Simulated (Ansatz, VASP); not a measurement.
One calculation of BP, two programs

```xyz
2
Lattice="0.0000 2.2220 2.2220 2.2220 0.0000 2.2220 2.2220 2.2220 0.0000" Properties=species:S:1:pos:R:3 pbc="T T T"
B     0.0000    0.0000    0.0000
P     1.1110    1.1110    1.1110
```

Alike in both runs: task single point; functional r2SCAN; k mesh 8 × 8 × 8; no spin polarisation.

|  | VASP | Ansatz |
| --- | --- | --- |
| version | VASP 6.6.1 | Ansatz 0.2.0 |
| potentials or method | VASP PAW PBE potentials, release 64 (B, P) | plane waves, PAW |
| plane-wave cutoff (eV) | 520 | 500 |
| occupations | gaussian, width 0.01 eV | fixed |
| valence electrons in the cell | 8 | 8 |

|  | VASP | Ansatz | Ansatz less VASP |
| --- | --- | --- | --- |
| gap on the k mesh at the Fermi level (eV) | 1.40 | 1.37 | -0.030 |
| pressure (GPa) | 11.2 | 11.8 | +0.58 |

VASP's potentials were made for PBE, not for r2SCAN.
